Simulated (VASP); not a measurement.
Wanted: the native input for a VASP 6.6.1 run.

```yaml
Task: single point
Functional: PBE
Potentials_or_basis: VASP PAW PBE potentials, release 64 (In_d, Ga_d, P)
Cutoff: 520 eV
k_mesh: 12 × 12 × 4
Occupations: gaussian, width 0.1 eV
Spin: no spin polarisation
Dipole_correction: no
Further_INCAR_settings: ALGO = Normal; EDIFF = 1e-06; NBANDS = 40
```

The structure of InGa3P2 lies in POSCAR:

```
InGa3P2
1.0
    4.9358957355      0.0000000000      0.0000000000
   -2.4679478678      4.2746110974      0.0000000000
    0.0000000000      0.0000000000      9.4842478738
In Ga P
1 3 2
Direct
    0.0000000000      0.0000000000      0.0000000000
    0.3333333333      0.6666666667      0.5000000000
    0.6666666667      0.3333333333      0.5000000000
    0.0000000000      0.0000000000      0.5000000000
    0.0000000000      0.0000000000      0.7397060295
    0.0000000000      0.0000000000      0.2602939705
```

The cell was built from a structure type or drawn by symmetry, and may not be a known phase.

One way to write it, as run:

INCAR

```
PREC = Accurate ; ENCUT = 520
EDIFF = 1E-6 ; ISMEAR = 0
SIGMA = 0.1 ; LREAL = F
LASPH = T ; NELM = 80
ALGO = Normal ; ISIF = 2
LWAVE = F ; LCHARG = T
GGA = PE ; LELF = T
LVHAR = T ; NBANDS = 40
```

KPOINTS

```
Automatic mesh
0
Gamma
  12 12 4
```

Potentials or basis: VASP PAW PBE potentials, release 64 (In_d, Ga_d, P).

Run with:

```console
$ cat potpaw_PBE.64/In_d/POTCAR potpaw_PBE.64/Ga_d/POTCAR potpaw_PBE.64/P/POTCAR > POTCAR
$ mpirun -np 1 vasp_std > vasp.out
```

It gave:

| Item | Value |
| --- | --- |
| Pressure | 0.0 GPa |
| Largest force | 0.008 eV/Å |
| Band gap on the k mesh | zero (bands 31 and 32 overlap by 0.82 eV) |

Caveat: spin-orbit coupling is left out, which moves the levels of the heavy elements.

It took 4.4 min on 1 thread of Intel(R) Xeon(R) 6975P-C (Granite Rapids) (shared host), peak memory 0.59 GiB.
